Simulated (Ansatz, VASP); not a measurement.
Mn3Sn: VASP beside Ansatz

File INCAR:

```
SYSTEM = Mn3Sn
PREC = Accurate
ENCUT = 520
EDIFF = 1E-6
ISMEAR = -1
SIGMA = 0.1
LREAL = .FALSE.
LASPH = .TRUE.
NELM = 150
ALGO = Normal
ISIF = 2
LWAVE = .FALSE.
LCHARG = .TRUE.
ISPIN = 2
MAGMOM = 4.5 4.5 4.5 4.5 4.5 4.5 0 0
LORBIT = 11
LMAXMIX = 4
GGA = PE
LELF = .TRUE.
LVHAR = .TRUE.
NBANDS = 67
```

Contents of KPOINTS:

```
Automatic mesh
0
G
  5 5 5
  0 0 0
```

POSCAR

```
Mn3Sn
1.0
    5.6699982500      0.0000000000      0.0000000000
   -2.8349991300      4.9103625200      0.0000000000
    0.0000000000      0.0000000000      4.5300000000
Mn Sn
6 2
Direct
    0.8330000000      0.6660000000      0.2500000000
    0.1670000000      0.8330000000      0.7500000000
    0.3340000000      0.1670000000      0.2500000000
    0.1670000000      0.3340000000      0.7500000000
    0.8330000000      0.1670000000      0.2500000000
    0.6660000000      0.8330000000      0.7500000000
    0.3333333300      0.6666666700      0.2500000000
    0.6666666700      0.3333333300      0.7500000000
```

Input for Ansatz:

```yaml
crystal:
  lattice:
    - [5.66999825, 0.0, 0.0]
    - [-2.83499913, 4.91036252, 0.0]
    - [0.0, 0.0, 4.53]
  atoms:
    - { symbol: Mn, position: [0.833, 0.666, 0.25], spin: 4.5 }
    - { symbol: Mn, position: [0.167, 0.833, 0.75], spin: 4.5 }
    - { symbol: Mn, position: [0.334, 0.167, 0.25], spin: 4.5 }
    - { symbol: Mn, position: [0.167, 0.334, 0.75], spin: 4.5 }
    - { symbol: Mn, position: [0.833, 0.167, 0.25], spin: 4.5 }
    - { symbol: Mn, position: [0.666, 0.833, 0.75], spin: 4.5 }
    - { symbol: Sn, position: [0.33333333, 0.66666667, 0.25] }
    - { symbol: Sn, position: [0.66666667, 0.33333333, 0.75] }
magnetization:
  spin_polarized: true
hamiltonian:
  xc: pbe
  pseudopotentials: { kind: paw }
basis:
  ecutwfc: 420
kpoints:
  mp_grid: { grid: [5, 5, 5] }
scf:
  occupations: { method: fermi_dirac, width: 0.1 }
  lower_state_search: "off"
output:
  forces: true
  stress: true
```

Alike in both runs: task single point; functional PBE; k mesh 5 × 5 × 5; occupations fermi-dirac, width 0.1 eV; collinear spin.

```csv
,VASP,Ansatz
version,VASP 6.6.1,Ansatz 0.2.0
potentials or method,"VASP PAW PBE potentials, release 64 (Mn_pv, Sn_d), cutoff 520 eV","PAW, plane waves, scalar-relativistic"
valence electrons in the cell,106,118
```

```tsv
	VASP	Ansatz	Ansatz less VASP
pressure (GPa)	-3.0	-3.1	-0.15
traceless stress, the component that is largest in VASP (GPa)	1.47	1.49	+0.026
rms of the force components (eV/Å)	0.224	0.225	+0.0007
net moment per atom (μB)	2.37	2.36	-0.006
size of the moment on the site where the two differ most (μB)	0.19	0.13	-0.064
```

Site moments also hang on the region over which each program counts them. Atom by atom the forces differ by 0.001 eV/Å (rms over components). VASP's potentials hold 106 valence electrons a cell and Ansatz's 118, so a difference there can come from the potentials and not from the codes.
